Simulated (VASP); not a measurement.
# Mg5ZnS6 (P4/mmm) in VASP: settings compared

Mg5ZnS6 is run at these levels: PBE, r2SCAN; tasks: single point.

Program: VASP 6.6.1. These are calculated values, not measurements. Logs are shortened: lines on timing, memory, paths and dates and some standing lists are left out, and cuts for length are marked.

## (1) The cell of the first run

It takes space group P4/mmm (No. 123, tetragonal). The conventional cell has a = 3.685 Å, b = 3.685 Å, c = 15.628 Å, α = 90.00°, β = 90.00°, γ = 90.00°. Mg (site symmetry 4mm) has 6 S at 2.57 to 2.63 Å within 3.4 Å. Within 3.4 Å of Mg (site symmetry 4mm) lie 6 S at 2.61 to 2.64 Å. Within 3.4 Å of Mg (site symmetry 4/mmm) lie 6 S at 2.61 to 2.62 Å. Zn (site symmetry 4/mmm) has 6 S at 2.56 to 2.61 Å within 3.4 Å. S (site symmetry 4mm) has 1 Zn at 2.56 Å and 5 Mg at 2.61 to 2.64 Å within 3.4 Å. S (site symmetry 4mm) has 6 Mg at 2.61 to 2.63 Å within 3.4 Å. Within 3.4 Å of S (site symmetry 4/mmm) lie 6 Mg at 2.61 to 2.62 Å. Within 3.4 Å of S (site symmetry 4/mmm) lie 2 Mg at 2.57 Å and 4 Zn at 2.61 Å.

## (2) Single point, PBE

Contents of INCAR:

```
SYSTEM = Mg5ZnS6
PREC = Accurate
ENCUT = 520
EDIFF = 1E-6
ISMEAR = 0
SIGMA = 0.02
LREAL = .FALSE.
LASPH = .TRUE.
NELM = 60
ALGO = Normal
ISIF = 2
LWAVE = .FALSE.
LCHARG = .TRUE.
GGA = PE
LELF = .TRUE.
LVHAR = .TRUE.
NBANDS = 41
```

Contents of KPOINTS:

```
regular mesh
0
G
  8 8 2
  0 0 0
```

Contents of POSCAR:

```
Mg5ZnS6
1.0
    3.6845300000      0.0000000000      0.0000000000
    0.0000000000      3.6845300000      0.0000000000
    0.0000000000      0.0000000000     15.6281640000
Mg Zn S
5 1 6
Direct
    0.5000000000      0.5000000000      0.1643460000
    0.0000000000      0.0000000000      0.3323690000
    0.5000000000      0.5000000000      0.5000000000
    0.0000000000      0.0000000000      0.6676310000
    0.5000000000      0.5000000000      0.8356540000
    0.0000000000      0.0000000000      0.0000000000
    0.0000000000      0.0000000000      0.1637530000
    0.5000000000      0.5000000000      0.3323200000
    0.0000000000      0.0000000000      0.5000000000
    0.5000000000      0.5000000000      0.6676800000
    0.0000000000      0.0000000000      0.8362470000
    0.5000000000      0.5000000000      0.0000000000
```

Potentials or basis: VASP PAW PBE potentials, release 64 (Mg, Zn, S).

Run with:

```sh
$ cat potpaw_PBE.64/Mg/POTCAR potpaw_PBE.64/Zn/POTCAR potpaw_PBE.64/S/POTCAR > POTCAR
$ mpirun -np 1 vasp_std > vasp.out
```

OUTCAR:

```text
SYSTEM = Mg5ZnS6
   PREC = Accurate
   ENCUT = 520
   EDIFF = 1E-6
   ISMEAR = 0
   LREAL = .FALSE.
   LASPH = .TRUE.
   NELM = 60
   ISIF = 2
   GGA = PE

 ion  position               nearest neighbor table
   1  0.500  0.500  0.164-  12 2.57   7 2.61   7 2.61   7 2.61   7 2.61   8 2.63
   2  0.000  0.000  0.332-   8 2.61   8 2.61   8 2.61   8 2.61   9 2.62   7 2.64
   3  0.500  0.500  0.500-   9 2.61   9 2.61   9 2.61   9 2.61  10 2.62   8 2.62
   4  0.000  0.000  0.668-  10 2.61  10 2.61  10 2.61  10 2.61   9 2.62  11 2.64
   5  0.500  0.500  0.836-  12 2.57  11 2.61  11 2.61  11 2.61  11 2.61  10 2.63
   6  0.000  0.000  0.000-   7 2.56  11 2.56  12 2.61  12 2.61  12 2.61  12 2.61
   7  0.000  0.000  0.164-   6 2.56   1 2.61   1 2.61   1 2.61   1 2.61   2 2.64
   8  0.500  0.500  0.332-   2 2.61   2 2.61   2 2.61   2 2.61   3 2.62   1 2.63
   9  0.000  0.000  0.500-   3 2.61   3 2.61   3 2.61   3 2.61   4 2.62   2 2.62
  10  0.500  0.500  0.668-   4 2.61   4 2.61   4 2.61   4 2.61   3 2.62   5 2.63
  11  0.000  0.000  0.836-   6 2.56   5 2.61   5 2.61   5 2.61   5 2.61   4 2.64
  12  0.500  0.500  0.000-   1 2.57   5 2.57   6 2.61   6 2.61   6 2.61   6 2.61

  LATTYP: Found a simple tetragonal cell.
 ALAT       =     3.6845300000
 C/A-ratio  =     4.2415624245

  Lattice vectors:

 A1 = (   3.6845300000,   0.0000000000,   0.0000000000)
 A2 = (   0.0000000000,   3.6845300000,   0.0000000000)
 A3 = (   0.0000000000,   0.0000000000,  15.6281640000)

Analysis of symmetry for initial positions (statically):
=====================================================================
 Subroutine PRICEL returns:
 Original cell was already a primitive cell.

 Routine SETGRP: Setting up the symmetry group for a
 simple tetragonal supercell.

 Subroutine GETGRP returns: Found 16 space group operations
 (whereof 16 operations were pure point group operations)
 out of a pool of 16 trial point group operations.

The static configuration has the point symmetry D_4h.

Analysis of symmetry for dynamics (positions and initial velocities):
=====================================================================
 Subroutine PRICEL returns:
 Original cell was already a primitive cell.

 Routine SETGRP: Setting up the symmetry group for a
 simple tetragonal supercell.

 Subroutine GETGRP returns: Found 16 space group operations
 (whereof 16 operations were pure point group operations)
 out of a pool of 16 trial point group operations.

The dynamic configuration has the point symmetry D_4h.

 Subroutine INISYM returns: Found 16 space group operations
 (whereof 16 operations are pure point group operations),
 and found     1 'primitive' translations

----------------------------------------------------------------------------------------

                                     Primitive cell

  volume of cell :     212.1642

  direct lattice vectors                    reciprocal lattice vectors
     3.684530000  0.000000000  0.000000000     0.271405037  0.000000000  0.000000000
     0.000000000  3.684530000  0.000000000     0.000000000  0.271405037  0.000000000
     0.000000000  0.000000000 15.628164000     0.000000000  0.000000000  0.063987043

  length of vectors
     3.684530000  3.684530000 15.628164000     0.271405037  0.271405037  0.063987043

  position of ions in fractional coordinates (direct lattice)
     0.500000000  0.500000000  0.164346000
     0.000000000  0.000000000  0.332369000
     0.500000000  0.500000000  0.500000000
     0.000000000  0.000000000  0.667631000
     0.500000000  0.500000000  0.835654000
     0.000000000  0.000000000  0.000000000
     0.000000000  0.000000000  0.163753000
     0.500000000  0.500000000  0.332320000
     0.000000000  0.000000000  0.500000000
     0.500000000  0.500000000  0.667680000
     0.000000000  0.000000000  0.836247000
     0.500000000  0.500000000  0.000000000

  ion indices of the primitive-cell ions
   primitive index   ion index
                 1           1
                 2           2
                 3           3
                 4           4
                 5           5
                 6           6
                 7           7
                 8           8
                 9           9
                10          10
                11          11
                12          12

----------------------------------------------------------------------------------------

 KPOINTS: regular mesh

Automatic generation of k-mesh.
 Grid dimensions read from file:
 generate k-points for:    8    8    2

 Generating k-lattice:

  Cartesian coordinates                     Fractional coordinates (reciprocal lattice)
     0.033925630  0.000000000  0.000000000     0.125000000  0.000000000  0.000000000
     0.000000000  0.033925630  0.000000000     0.000000000  0.125000000  0.000000000
     0.000000000  0.000000000  0.031993521     0.000000000  0.000000000  0.500000000

  Length of vectors
     0.033925630  0.033925630  0.031993521

  Shift w.r.t. Gamma in fractional coordinates (k-lattice)
     0.000000000  0.000000000  0.000000000

 Subroutine IBZKPT returns following result:
 ===========================================

 Found     30 irreducible k-points:

 Following reciprocal coordinates:
            Coordinates               Weight
  0.000000  0.000000  0.000000      1.000000
  0.125000  0.000000  0.000000      4.000000
  0.250000  0.000000  0.000000      4.000000
  0.375000  0.000000  0.000000      4.000000
  0.500000  0.000000  0.000000      2.000000
  0.125000  0.125000  0.000000      4.000000
[... 16 lines left out ...]
  0.375000  0.125000  0.500000      8.000000
  0.500000  0.125000  0.500000      4.000000
 [... further k-points ...]
   k-points           NKPTS =     30   k-points in BZ     NKDIM =     30   number of bands    NBANDS=     41
   number of dos      NEDOS =    301   number of ions     NIONS =     12
   total plane-waves  NPLWV =  94080
   dimension x,y,z NGX =    28 NGY =   28 NGZ =  120
   dimension x,y,z NGXF=    56 NGYF=   56 NGZF=  240
   ions per type =               5   1   6
   NGX,Y,Z   is equivalent  to a cutoff of  12.63, 12.63, 12.77 a.u.
   NGXF,Y,Z  is equivalent  to a cutoff of  25.27, 25.27, 25.53 a.u.
 SYSTEM =  Mg5ZnS6
   PREC   = accura    normal or accurate (medium, high low for compatibility)
   ISTART =      0    job   : 0-new  1-cont  2-samecut
   ICHARG =      2    charge: 1-file 2-atom 10-const
   ISPIN  =      1    spin polarized calculation?
   LNONCOLLINEAR =      F non collinear calculations
   LSORBIT =      F    spin-orbit coupling
   LASPH  =      T    aspherical Exc in radial PAW
   ENCUT  =  520.0 eV  38.22 Ry    6.18 a.u.   6.85  6.85 29.06*2*pi/ulx,y,z
   NELM   =     60;   NELMIN=  2; NELMDL= -5     # of ELM steps
   EDIFF  = 0.1E-05   stopping-criterion for ELM
   LREAL  =      F    real-space projection
   EDIFFG = 0.1E-04   stopping-criterion for IOM
   NSW    =      0    number of steps for IOM
   IBRION =     -1    ionic relax: 0-MD 1-quasi-New 2-CG
   NFREE  =      0    steps in history (QN), initial steepest desc. (CG)
   ISIF   =      2    stress and relaxation
   ISYM   =      2    0-nonsym 1-usesym 2-fastsym
   POTIM  = 0.5000    time-step for ionic-motion
   TEBEG  =    0.0;   TEEND  =   0.0 temperature during run
   PSTRESS=    0.0 pullay stress
   NELECT =      58.0000    total number of electrons
   NUPDOWN=      -1.0000    fix difference up-down
   EMIN   =  10.00;   EMAX   =-10.00  energy-range for DOS
   EFERMI =   0.00;   METHOD = LEGACY
   ISMEAR =     0;   SIGMA  =   0.02  broadening in eV -4-tet -1-fermi 0-gaus
   EFERMI_NEDOS =   21; number of points for ismear=-14 and -15
   IALGO  =     38    algorithm
   IMIX   =      4    mixing-type and parameters
     AMIX     =   0.40;   BMIX     =  1.00
     AMIX_MAG =   1.60;   BMIX_MAG =  1.00
  volume/ion in A,a.u.               =      17.68       119.31
  Fermi-wavevector in a.u.,A,eV,Ry     =   1.062495  2.007824 15.359549  1.128895
  Thomas-Fermi vector in A             =   2.197947
   LORBIT       =      0    0 simple, 1 ext, 2 COOP (PROOUT), +10 PAW based schemes
   GGA     = PE    functional components
   LHFCALC =     F    Hartree Fock is set to
   AEXX    =    0.0000 exact exchange contribution
   IVDW    =     0    specifies the selected vdW correction
   LEPSILON=     F    determine dielectric tensor
   LRPA    =     F    only Hartree local field effects (RPA)
 non-spin polarized calculation
 Gauss-broadening in eV      SIGMA  =   0.02
  energy-cutoff  :      520.00
  volume of cell :      212.16
 maximum number of plane-waves:      5752
 NGX is ok and might be reduce to    28
   NGX = 13   NGY = 13   NGZ = 59

 number of electron      58.0000012 magnetization

 Free energy of the ion-electron system (eV)
  ---------------------------------------------------
  ext. energy  EPLUGINS =         0.00000000
  ---------------------------------------------------
  free energy    TOTEN  =       -48.68720744 eV

  energy without entropy =      -48.68720744  energy(sigma->0) =      -48.68720744

 E-fermi :   3.9260     XC(G=0):  -9.8060

 val. band max:        3.8228184059   @ k =   0.5000   0.0000   0.5000
 cond. band min:       5.0762935087   @ k =   0.5000   0.5000   0.0000
 fundamental gap:      1.2534751029
 Fermi energy:         3.9259888953

 k-point     1 :       0.0000    0.0000    0.0000
  band No.  band energies     occupation
      1      -9.1548      2.00000
      2      -8.8301      2.00000
      3      -8.7554      2.00000
      4      -7.9810      2.00000
      5      -7.9721      2.00000
      6      -7.4904      2.00000
[... 33 lines left out ...]
     40      10.5283      0.00000
     41      11.0674      0.00000

 k-point     2 :       0.1250    0.0000    0.0000
  band No.  band energies     occupation
      1      -9.0516      2.00000
      2      -8.7372      2.00000
      3      -8.6674      2.00000
      4      -7.9291      2.00000
      5      -7.9233      2.00000
      6      -7.4772      2.00000
[... 33 lines left out ...]
     40      10.8231      0.00000
     41      10.8820      0.00000

 k-point     3 :       0.2500    0.0000    0.0000
  band No.  band energies     occupation
      1      -8.7605      2.00000
      2      -8.4816      2.00000
      3      -8.4267      2.00000
      4      -7.8132      2.00000
      5      -7.8116      2.00000
      6      -7.4792      2.00000
[... 33 lines left out ...]
     40      10.9130      0.00000
     41      11.0185      0.00000

 k-point     4 :       0.3750    0.0000    0.0000
  band No.  band energies     occupation
      1      -8.3423      2.00000
      2      -8.1403      2.00000
      3      -8.1089      2.00000
      4      -7.7461      2.00000
      5      -7.7410      2.00000
      6      -7.5985      2.00000
[... 825 lines left out ...]
     40      10.5473      0.00000
     41      10.7283      0.00000

 k-point    23 :       0.3750    0.1250    0.5000
  band No.  band energies     occupation
      1      -8.2230      2.00000
      2      -8.1948      2.00000
      3      -7.8729      2.00000
      4      -7.8577      2.00000
      5      -7.6026      2.00000
      6      -7.5920      2.00000
[... 33 lines left out ...]
     40      10.1549      0.00000
     41      10.2119      0.00000

 k-point    24 :       0.5000    0.1250    0.5000
  band No.  band energies     occupation
      1      -7.8583      2.00000
      2      -7.8346      2.00000
      3      -7.8310      2.00000
      4      -7.8201      2.00000
      5      -7.7682      2.00000
      6      -7.7629      2.00000
[... 33 lines left out ...]
     40       9.8747      0.00000
     41       9.9003      0.00000

 [... further k-points ...]

------------------------ aborting loop because EDIFF is reached ----------------------------------------

  FORCE on cell =-STRESS in cart. coord.  units (eV):
  Direction    XX          YY          ZZ          XY          YZ          ZX
  --------------------------------------------------------------------------------------
  -------------------------------------------------------------------------------------
  Total       -0.3043970     -0.3043970     -0.2927356      0.0000000     -0.0000000      0.0000000
  in kB       -2.2986814     -2.2986814     -2.2106193      0.0000000     -0.0000000      0.0000000
  external PRESSURE =      -2.2693274 kB  Pullay stress =       0.0000000 kB

 VOLUME and BASIS-vectors are now :
 -----------------------------------------------------------------------------
  energy-cutoff  :      520.00
  volume of cell :      212.16
      direct lattice vectors                 reciprocal lattice vectors
     3.684530000  0.000000000  0.000000000     0.271405037  0.000000000  0.000000000
     0.000000000  3.684530000  0.000000000     0.000000000  0.271405037  0.000000000
     0.000000000  0.000000000 15.628164000     0.000000000  0.000000000  0.063987043

 POSITION                                       TOTAL-FORCE (eV/Angst)
 -----------------------------------------------------------------------------------
      1.84227      1.84227      2.56843         0.000000     -0.000000      0.002927
      0.00000      0.00000      5.19432         0.000000     -0.000000     -0.000219
      1.84227      1.84227      7.81408         0.000000     -0.000000      0.000000
      0.00000      0.00000     10.43385         0.000000     -0.000000      0.000219
      1.84227      1.84227     13.05974         0.000000     -0.000000     -0.002927
      0.00000      0.00000      0.00000         0.000000     -0.000000      0.000000
      0.00000      0.00000      2.55916         0.000000     -0.000000      0.013973
      1.84227      1.84227      5.19355        -0.000000      0.000000      0.001308
      0.00000      0.00000      7.81408         0.000000     -0.000000      0.000000
      1.84227      1.84227     10.43461         0.000000      0.000000     -0.001308
      0.00000      0.00000     13.06901         0.000000     -0.000000     -0.013973
      1.84227      1.84227      0.00000         0.000000     -0.000000      0.000000
 -----------------------------------------------------------------------------------
    total drift:                               -0.000000      0.000000     -0.000000

  FREE ENERGIE OF THE ION-ELECTRON SYSTEM (eV)
  ---------------------------------------------------
  free  energy   TOTEN  =       -48.6872074358 eV

  energy  without entropy=      -48.6872074358  energy(sigma->0) =      -48.68720744
```

It took 2.6 min on 1 thread of Intel Xeon 6975P-C (Granite Rapids), shared host; peak memory 0.41 GiB.

Results:

```
Free energy            : -48.6872 eV
Pressure               : -0.2 GPa
Largest force          : 0.014 eV/Å
Band gap on the k mesh : 1.25 eV (least direct gap 1.76 eV)
```

Forces in eV/Å, atoms in the order of the input:
```
Mg   0.000  0.000  0.003
Mg   0.000  0.000  0.000
Mg   0.000  0.000  0.000
Mg   0.000  0.000  0.000
Mg   0.000  0.000 -0.003
Zn   0.000  0.000  0.000
S    0.000  0.000  0.014
S    0.000  0.000  0.001
S    0.000  0.000  0.000
S    0.000  0.000 -0.001
S    0.000  0.000 -0.014
S    0.000  0.000  0.000
```

## (3) Single point, r2SCAN

POSCAR is that of step 2.

Contents of INCAR.step1:

```
PREC = Accurate
ENCUT = 520
ISMEAR = 0
SIGMA = 0.02
LREAL = F
LASPH = T
NELM = 60
NBANDS = 41
GGA = PE
ALGO = Normal
EDIFF = 1E-4
LWAVE = T
LCHARG = F
```

Contents of INCAR.step2:

```
PREC = Accurate
ENCUT = 520
EDIFF = 1E-6
ISMEAR = 0
SIGMA = 0.02
LREAL = F
LASPH = T
NELM = 60
ALGO = Normal
ISIF = 2
LWAVE = F
LCHARG = T
METAGGA = R2SCAN
LMIXTAU = T
LELF = T
LVHAR = T
NBANDS = 41
ISTART = 1
```

Contents of KPOINTS:

```
Automatic mesh
0
Gamma
  8 8 2
```

Potentials or basis: VASP PAW PBE potentials, release 64 (Mg, Zn, S).

Run with:

```sh
$ cat potpaw_PBE.64/Mg/POTCAR potpaw_PBE.64/Zn/POTCAR potpaw_PBE.64/S/POTCAR > POTCAR
$ cp INCAR.step1 INCAR
$ mpirun -np 1 vasp_std > vasp.out
$ cp INCAR.step2 INCAR
$ mpirun -np 1 vasp_std > vasp.out
```

Run time: 7.6 min. Hardware: 1 thread of Intel Xeon 6975P-C (Granite Rapids), shared host; peak memory 0.47 GiB.

The run converged. Its results:

- Free energy: -95.7146 eV
- Pressure: -1.7 GPa
- Largest force: 0.011 eV/Å
- Band gap on the k mesh: 1.72 eV (least direct gap 2.28 eV)

Forces on the atoms (eV/Å):
```
Mg   0.000  0.000 -0.007
Mg   0.000  0.000  0.003
Mg   0.000  0.000  0.000
Mg   0.000  0.000 -0.003
Mg   0.000  0.000  0.007
Zn   0.000  0.000  0.000
S    0.000  0.000 -0.011
S    0.000  0.000  0.001
S    0.000  0.000  0.000
S    0.000  0.000 -0.001
S    0.000  0.000  0.011
S    0.000  0.000  0.000
```

Levels at points of the mesh, in eV from the valence-band top:
```csv
k point,band 27,band 28,band 29,band 30,band 31,band 32
"(0.00, 0.00, 0.00)",-0.31,-0.29,-0.29,1.99,3.62,4.17
"(0.50, 0.00, 0.00)",-0.83,-0.68,0.00,5.06,5.28,5.29
"(0.50, 0.50, 0.00)",-2.02,-2.02,-1.99,1.72,3.16,4.05
"(0.00, 0.00, 0.50)",-0.48,-0.41,-0.41,2.06,3.37,4.49
"(0.50, 0.00, 0.50)",-0.83,-0.48,0.00,4.78,4.89,5.56
"(0.50, 0.50, 0.50)",-2.26,-2.18,-2.15,1.86,3.48,3.58
```

Caveat: the PAW data sets were made with another functional, which shifts forces and pressure a little.
